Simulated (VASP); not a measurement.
# Au (P-1) in VASP: further runs

Runs on Au. Level: PBEsol. Tasks: single point.

Everything below comes from runs of VASP 6.6.1. Logs are shortened: lines on timing, memory, paths and dates and some standing lists are left out, and cuts for length are marked.

## Step 1: The cell of the first run

The typed cell holds 2 atoms: a = 2.784 Å, b = 2.733 Å, c = 5.068 Å, α = 102.34°, β = 103.17°, γ = 89.45°.

## Step 2: Single point, PBEsol (strained and its atoms moved)

Contents of INCAR:

```
SYSTEM = Au
ALGO = Normal
EDIFF = 1E-6
ENCUT = 520
GGA = PS
ISIF = 2
ISMEAR = 0
LASPH = .True.
LCHARG = .True.
LELF = .True.
LREAL = .False.
LVHAR = .True.
LWAVE = .False.
NBANDS = 18
NELM = 100
PREC = Accurate
SIGMA = 0.1
```

Contents of KPOINTS:

```
k-points
0
Gamma
  16 16 8
  0 0 0
```

Contents of POSCAR:

```
Au
1.0
    2.7837584962      0.0197084234     -0.0039416847
    0.0069319170      2.7327761412      0.0218745293
   -1.1402591027     -1.1185147697      4.8101599238
Au
2
Direct
    0.3581222408      0.3300012100      0.7194508640
    0.6418777592      0.6699987900      0.2805491360
```

Potentials or basis: VASP PAW PBE potentials, release 64 (Au).

Command:

```console
> cat potpaw_PBE.64/Au/POTCAR > POTCAR
> mpirun -np 1 vasp_std > vasp.out
```

OUTCAR:

```text
SYSTEM = Au
   EDIFF = 1E-6
   ENCUT = 520
   GGA = PS
   ISIF = 2
   ISMEAR = 0
   LASPH = .True.
   LREAL = .False.
   NELM = 100
   PREC = Accurate

 ion  position               nearest neighbor table
   1  0.358  0.330  0.719-   2 2.73   2 2.81   2 2.85   2 2.92   2 2.93
   2  0.642  0.670  0.281-   1 2.73   1 2.81   1 2.85   1 2.92   1 2.93

  LATTYP: Found a triclinic cell.
 ALAT       =     2.7838310516
 B/A-ratio  =     1.3945850314
 C/A-ratio  =     1.9245549128
 COS(alpha) =     0.0012138406
 COS(beta)  =     0.3089273034
 COS(gamma) =     0.7102982884

  Lattice vectors:

 A1 = (  -2.7837584962,  -0.0197084234,   0.0039416847)
 A2 = (  -2.7768265792,   2.7130677178,   0.0258162140)
 A3 = (  -1.6504313105,  -1.6339697949,  -4.8280927684)

Analysis of symmetry for initial positions (statically):
=====================================================================
 Subroutine PRICEL returns:
 Original cell was already a primitive cell.

 Routine SETGRP: Setting up the symmetry group for a
 triclinic supercell.

 Subroutine GETGRP returns: Found  2 space group operations
 (whereof  2 operations were pure point group operations)
 out of a pool of  2 trial point group operations.

The static configuration has the point symmetry S_2 .

Analysis of symmetry for dynamics (positions and initial velocities):
=====================================================================
 Subroutine PRICEL returns:
 Original cell was already a primitive cell.

 Routine SETGRP: Setting up the symmetry group for a
 triclinic supercell.

 Subroutine GETGRP returns: Found  2 space group operations
 (whereof  2 operations were pure point group operations)
 out of a pool of  2 trial point group operations.

The dynamic configuration has the point symmetry S_2 .

 Subroutine INISYM returns: Found  2 space group operations
 (whereof  2 operations are pure point group operations),
 and found     1 'primitive' translations

----------------------------------------------------------------------------------------

                                     Primitive cell

  volume of cell :      36.6475

  direct lattice vectors                    reciprocal lattice vectors
     2.783758496  0.019708423 -0.003941685     0.359357921 -0.001590458  0.084816762
     0.006931917  2.732776141  0.021874529    -0.002466523  0.365259332  0.084349687
    -1.140259103 -1.118514770  4.810159924     0.000305692 -0.001662345  0.207579213

  length of vectors
     2.783831052  2.732872479  5.068422299     0.369235058  0.374880425  0.207586094

  position of ions in fractional coordinates (direct lattice)
     0.358122241  0.330001210  0.719450864
     0.641877759  0.669998790  0.280549136

  ion indices of the primitive-cell ions
   primitive index   ion index
                 1           1
                 2           2

----------------------------------------------------------------------------------------

 KPOINTS: k-points

Automatic generation of k-mesh.
 Grid dimensions read from file:
 generate k-points for:   16   16    8

 Generating k-lattice:

  Cartesian coordinates                     Fractional coordinates (reciprocal lattice)
     0.022459870 -0.000099404  0.005301048     0.062500000  0.000000000 -0.000000000
    -0.000154158  0.022828708  0.005271855    -0.000000000  0.062500000  0.000000000
     0.000038212 -0.000207793  0.025947402     0.000000000 -0.000000000  0.125000000

  Length of vectors
     0.023077191  0.023430027  0.025948262

  Shift w.r.t. Gamma in fractional coordinates (k-lattice)
     0.000000000  0.000000000  0.000000000

 Subroutine IBZKPT returns following result:
 ===========================================

 Found   1028 irreducible k-points:

 Following reciprocal coordinates:
            Coordinates               Weight
  0.000000  0.000000  0.000000      1.000000
  0.062500 -0.000000  0.000000      2.000000
  0.125000 -0.000000  0.000000      2.000000
  0.187500 -0.000000  0.000000      2.000000
  0.250000 -0.000000  0.000000      2.000000
  0.312500  0.000000  0.000000      2.000000
[... 16 lines left out ...]
 -0.187500  0.062500  0.000000      2.000000
 -0.125000  0.062500 -0.000000      2.000000
 [... further k-points ...]
   k-points           NKPTS =   1028   k-points in BZ     NKDIM =   1028   number of bands    NBANDS=     18
   number of dos      NEDOS =    301   number of ions     NIONS =      2
   total plane-waves  NPLWV =  19200
   dimension x,y,z NGX =    24 NGY =   20 NGZ =   40
   dimension x,y,z NGXF=    48 NGYF=   40 NGZF=   80
   ions per type =               2
   NGX,Y,Z   is equivalent  to a cutoff of  14.33, 12.17, 13.12 a.u.
   NGXF,Y,Z  is equivalent  to a cutoff of  28.66, 24.33, 26.24 a.u.
 SYSTEM =  Au
   PREC   = accura    normal or accurate (medium, high low for compatibility)
   ISTART =      0    job   : 0-new  1-cont  2-samecut
   ICHARG =      2    charge: 1-file 2-atom 10-const
   ISPIN  =      1    spin polarized calculation?
   LNONCOLLINEAR =      F non collinear calculations
   LSORBIT =      F    spin-orbit coupling
   LASPH  =      T    aspherical Exc in radial PAW
   ENCUT  =  520.0 eV  38.22 Ry    6.18 a.u.   5.18  5.08  9.42*2*pi/ulx,y,z
   NELM   =    100;   NELMIN=  2; NELMDL= -5     # of ELM steps
   EDIFF  = 0.1E-05   stopping-criterion for ELM
   LREAL  =      F    real-space projection
   EDIFFG = 0.1E-04   stopping-criterion for IOM
   NSW    =      0    number of steps for IOM
   IBRION =     -1    ionic relax: 0-MD 1-quasi-New 2-CG
   NFREE  =      0    steps in history (QN), initial steepest desc. (CG)
   ISIF   =      2    stress and relaxation
   ISYM   =      2    0-nonsym 1-usesym 2-fastsym
   POTIM  = 0.5000    time-step for ionic-motion
   TEBEG  =    0.0;   TEEND  =   0.0 temperature during run
   PSTRESS=    0.0 pullay stress
   NELECT =      22.0000    total number of electrons
   NUPDOWN=      -1.0000    fix difference up-down
   EMIN   =  10.00;   EMAX   =-10.00  energy-range for DOS
   EFERMI =   0.00;   METHOD = LEGACY
   ISMEAR =     0;   SIGMA  =   0.10  broadening in eV -4-tet -1-fermi 0-gaus
   EFERMI_NEDOS =   21; number of points for ismear=-14 and -15
   IALGO  =     38    algorithm
   IMIX   =      4    mixing-type and parameters
     AMIX     =   0.40;   BMIX     =  1.00
     AMIX_MAG =   1.60;   BMIX_MAG =  1.00
  volume/ion in A,a.u.               =      18.32       123.65
  Fermi-wavevector in a.u.,A,eV,Ry     =   1.381024  2.609756 25.949384  1.907226
  Thomas-Fermi vector in A             =   2.505846
   LORBIT       =      0    0 simple, 1 ext, 2 COOP (PROOUT), +10 PAW based schemes
   GGA     = PS    functional components
   LHFCALC =     F    Hartree Fock is set to
   AEXX    =    0.0000 exact exchange contribution
   IVDW    =     0    specifies the selected vdW correction
   LEPSILON=     F    determine dielectric tensor
   LRPA    =     F    only Hartree local field effects (RPA)
 non-spin polarized calculation
 Gauss-broadening in eV      SIGMA  =   0.10
  energy-cutoff  :      520.00
  volume of cell :       36.65
 maximum number of plane-waves:      1003
 NGX is ok and might be reduce to    24
   NGX = 11   NGY = 11   NGZ = 19

 number of electron      22.0000001 magnetization

 Free energy of the ion-electron system (eV)
  ---------------------------------------------------
  ext. energy  EPLUGINS =         0.00000000
  ---------------------------------------------------
  free energy    TOTEN  =        -7.52184635 eV

  energy without entropy =       -7.51882554  energy(sigma->0) =       -7.52033594

 E-fermi :   7.9932     XC(G=0): -12.3657

 val. band max:        7.9884351447   @ k =   0.2500  -0.2500   0.3750
 cond. band min:       8.0023956231   @ k =   0.3125  -0.1250   0.2500
 fundamental gap:      0.0139604784
 Fermi energy:         7.9932028169

 k-point     1 :       0.0000    0.0000    0.0000
  band No.  band energies     occupation
      1      -1.2218      2.00000
      2       1.3551      2.00000
      3       1.7325      2.00000
      4       2.4159      2.00000
      5       3.1544      2.00000
      6       4.7239      2.00000
[... 10 lines left out ...]
     17      24.5596      0.00000
     18      25.9013      0.00000

 k-point     2 :       0.0625   -0.0000    0.0000
  band No.  band energies     occupation
      1      -1.1248      2.00000
      2       1.4036      2.00000
      3       1.8097      2.00000
      4       2.4643      2.00000
      5       3.1873      2.00000
      6       4.6493      2.00000
[... 10 lines left out ...]
     17      24.6720      0.00000
     18      26.0424      0.00000

 k-point     3 :       0.1250   -0.0000    0.0000
  band No.  band energies     occupation
      1      -0.8450      2.00000
      2       1.5046      2.00000
      3       2.0664      2.00000
      4       2.5905      2.00000
      5       3.3090      2.00000
      6       4.3698      2.00000
[... 10 lines left out ...]
     17      25.0193      0.00000
     18      25.9806      0.00000

 k-point     4 :       0.1875   -0.0000    0.0000
  band No.  band energies     occupation
      1      -0.4194      2.00000
      2       1.6088      2.00000
      3       2.4841      2.00000
      4       2.7319      2.00000
      5       3.5901      2.00000
      6       3.9021      2.00000
[... 10 lines left out ...]
     17      25.3391      0.00000
     18      25.5646      0.00000

 k-point     5 :       0.2500   -0.0000    0.0000
  band No.  band energies     occupation
      1       0.0849      2.00000
      2       1.7003      2.00000
      3       2.7554      2.00000
      4       3.0087      2.00000
      5       3.4448      2.00000
      6       4.1774      2.00000
[... 10 lines left out ...]
     17      24.9403      0.00000
     18      25.3450      0.00000

 k-point     6 :       0.3125    0.0000    0.0000
  band No.  band energies     occupation
      1       0.5730      2.00000
      2       1.7472      2.00000
      3       2.7133      2.00000
      4       3.0904      2.00000
      5       3.6202      2.00000
      6       4.4854      2.00000
[... 10 lines left out ...]
     17      24.7821      0.00000
     18      25.6244      0.00000

 k-point     7 :       0.3750   -0.0000    0.0000
  band No.  band energies     occupation
      1       0.9567      2.00000
      2       1.7055      2.00000
      3       2.6582      2.00000
      4       2.9758      2.00000
      5       4.0817      2.00000
      6       4.5613      2.00000
[... 10 lines left out ...]
     17      24.4118      0.00000
     18      25.9717      0.00000

 k-point     8 :       0.4375    0.0000   -0.0000
  band No.  band energies     occupation
      1       1.2068      2.00000
      2       1.5958      2.00000
      3       2.6955      2.00000
      4       2.8812      2.00000
      5       4.3558      2.00000
      6       4.4937      2.00000
[... 10 lines left out ...]
     17      24.1159      0.00000
     18      25.5651      0.00000
[... 229 lines left out ...]
     17      24.1291      0.00000
     18      25.0533      0.00000

 k-point    20 :      -0.3750    0.0625   -0.0000
  band No.  band energies     occupation
      1       1.0207      2.00000
      2       1.8357      2.00000
      3       2.7771      2.00000
      4       2.9583      2.00000
      5       3.8244      2.00000
      6       4.3775      2.00000
[... 10 lines left out ...]
     17      24.2821      0.00000
     18      25.0660      0.00000

 k-point    21 :      -0.3125    0.0625    0.0000
  band No.  band energies     occupation
      1       0.6439      2.00000
      2       1.8788      2.00000
      3       2.8265      2.00000
      4       3.0655      2.00000
      5       3.5259      2.00000
      6       4.3747      2.00000
[... 10 lines left out ...]
     17      24.2653      0.00000
     18      25.1955      0.00000

 k-point    22 :      -0.2500    0.0625    0.0000
  band No.  band energies     occupation
      1       0.1614      2.00000
      2       1.8313      2.00000
      3       2.8482      2.00000
      4       2.9993      2.00000
      5       3.4404      2.00000
      6       4.1364      2.00000
[... 10 lines left out ...]
     17      24.2556      0.00000
     18      25.6336      0.00000

 k-point    23 :      -0.1875    0.0625    0.0000
  band No.  band energies     occupation
      1      -0.3367      2.00000
      2       1.7398      2.00000
      3       2.5258      2.00000
      4       2.7842      2.00000
      5       3.5387      2.00000
      6       3.9555      2.00000
[... 10 lines left out ...]
     17      24.1380      0.00000
     18      26.1464      0.00000

 k-point    24 :      -0.1250    0.0625   -0.0000
  band No.  band energies     occupation
      1      -0.7554      2.00000
      2       1.6344      2.00000
      3       2.0981      2.00000
      4       2.6436      2.00000
      5       3.2985      2.00000
      6       4.4355      2.00000
[... 10 lines left out ...]
     17      23.9276      0.00000
     18      26.3861      0.00000

 [... further k-points ...]
[... 5 lines left out ...]
  --------------------------------------------------------------------------------------
  -------------------------------------------------------------------------------------
  Total       -0.2862714      0.6279860      0.3711928     -0.0015198      0.1983958     -0.2045482
  in kB      -12.5153973     27.4546945     16.2280432     -0.0664444      8.6735941     -8.9425694
  external PRESSURE =      10.3891135 kB  Pullay stress =       0.0000000 kB

 VOLUME and BASIS-vectors are now :
 -----------------------------------------------------------------------------
  energy-cutoff  :      520.00
  volume of cell :       36.65
      direct lattice vectors                 reciprocal lattice vectors
     2.783758496  0.019708423 -0.003941685     0.359357921 -0.001590458  0.084816762
     0.006931917  2.732776141  0.021874529    -0.002466523  0.365259332  0.084349687
    -1.140259103 -1.118514770  4.810159924     0.000305692 -0.001662345  0.207579213

 POSITION                                       TOTAL-FORCE (eV/Angst)
 -----------------------------------------------------------------------------------
      0.17885      0.10416      3.46648        -0.134679     -0.038191      0.455483
      1.47158      1.52981      1.36161         0.134679      0.038191     -0.455483
 -----------------------------------------------------------------------------------
    total drift:                                0.000000     -0.000000      0.000000

  FREE ENERGIE OF THE ION-ELECTRON SYSTEM (eV)
  ---------------------------------------------------
  free  energy   TOTEN  =        -7.5218463461 eV

  energy  without entropy=       -7.5188255381  energy(sigma->0) =       -7.52033594
```

It took 4.3 min on 1 thread of Intel Xeon Platinum 8259CL at 2.50GHz (Skylake/Cascade Lake), shared host; peak memory 0.61 GiB.

What came out:

- Free energy: -7.5218 eV
- Pressure: 1.0 GPa
- Largest force: 0.477 eV/Å
- Band gap on the k mesh: zero (band 11 reaches 11.57 eV, above the bottom of band 12 at 6.34 eV)

Forces in eV/Å, atoms in the order of the input:
```
Au  -0.135 -0.038  0.455
Au   0.135  0.038 -0.455
```

Caveat: the cell differs from its parent crystal (strained and its atoms moved); the PAW data sets were made with another functional, which shifts forces and pressure a little; spin-orbit coupling is left out, which moves the levels of the heavy elements.

(Part 1 of 2 ends here.)
